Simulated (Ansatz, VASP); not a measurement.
**Two plane-wave programs on WF**

Contents of INCAR:

```
SYSTEM = WF
ALGO = Normal
EDIFF = 1E-7
ENCUT = 520
GGA = PE
ISIF = 2
ISMEAR = 0
LASPH = .True.
LCHARG = .False.
LREAL = .False.
LWAVE = .False.
NBANDS = 52
NELM = 80
PREC = Accurate
SIGMA = 0.1
```

KPOINTS

```
k-points
0
Gamma
  6 6 2
  0 0 0
```

Contents of POSCAR:

```
WF
1.0
    3.2933937900      0.0000000000      0.0000000000
   -1.6466968900      2.8521626800      0.0000000000
    0.0000000000      0.0000000000     13.7671990400
W F
4 4
Direct
    0.3333333300      0.6666666700      0.1570000100
    0.6666666700      0.3333333300      0.6570000100
    0.3333333300      0.6666666700      0.3429999900
    0.6666666700      0.3333333300      0.8429999900
    0.3333333300      0.6666666700      0.6020000000
    0.6666666700      0.3333333300      0.1020000000
    0.3333333300      0.6666666700      0.8980000000
    0.6666666700      0.3333333300      0.3980000000
```

Input for Ansatz:

```yaml
crystal:
  lattice:
    - [3.29339379, 0.0, 0.0]
    - [-1.64669689, 2.85216268, 0.0]
    - [0.0, 0.0, 13.76719904]
  atoms:
    - { symbol: W, position: [0.33333333, 0.66666667, 0.15700001] }
    - { symbol: W, position: [0.66666667, 0.33333333, 0.65700001] }
    - { symbol: W, position: [0.33333333, 0.66666667, 0.34299999] }
    - { symbol: W, position: [0.66666667, 0.33333333, 0.84299999] }
    - { symbol: F, position: [0.33333333, 0.66666667, 0.602] }
    - { symbol: F, position: [0.66666667, 0.33333333, 0.102] }
    - { symbol: F, position: [0.33333333, 0.66666667, 0.898] }
    - { symbol: F, position: [0.66666667, 0.33333333, 0.398] }
basis:
  ecutwfc: 420
kpoints:
  mp_grid: { grid: [6, 6, 2] }
hamiltonian:
  xc: pbe
scf:
  occupations: { method: gaussian, width: 0.1 }
  lower_state_search: "off"
output:
  forces: true
  stress: true
  eigenvalues: true
```

Change from the starting cell: species swapped into the InSe type (P6_3/mmc, No. 194).

Alike in both runs: task single point; functional PBE; k mesh 6 × 6 × 2; occupations gaussian, width 0.1 eV; no spin polarisation.

|  | VASP | Ansatz |
| --- | --- | --- |
| version | VASP 6.6.1 | Ansatz 0.2.0 |
| potentials or method | VASP PAW PBE potentials, release 64 (W_sv, F), cutoff 520 eV | scalar-relativistic, plane waves, PAW |
| valence electrons in the cell | 84 | 84 |

```tsv
	VASP	Ansatz	Ansatz less VASP
gap on the k mesh at the Fermi level (eV)	0.58	0.58	+0.002
least direct gap on the mesh (eV)	0.83	0.82	-0.005
pressure (GPa)	2.6	1.4	-1.17
traceless stress, the component that is largest in VASP (GPa)	-17.67	-16.94	+0.734
rms of the force components (eV/Å)	3.140	3.086	-0.0539
```

Atom by atom the forces differ by 0.064 eV/Å (rms over components).

Spin-orbit coupling is off throughout.
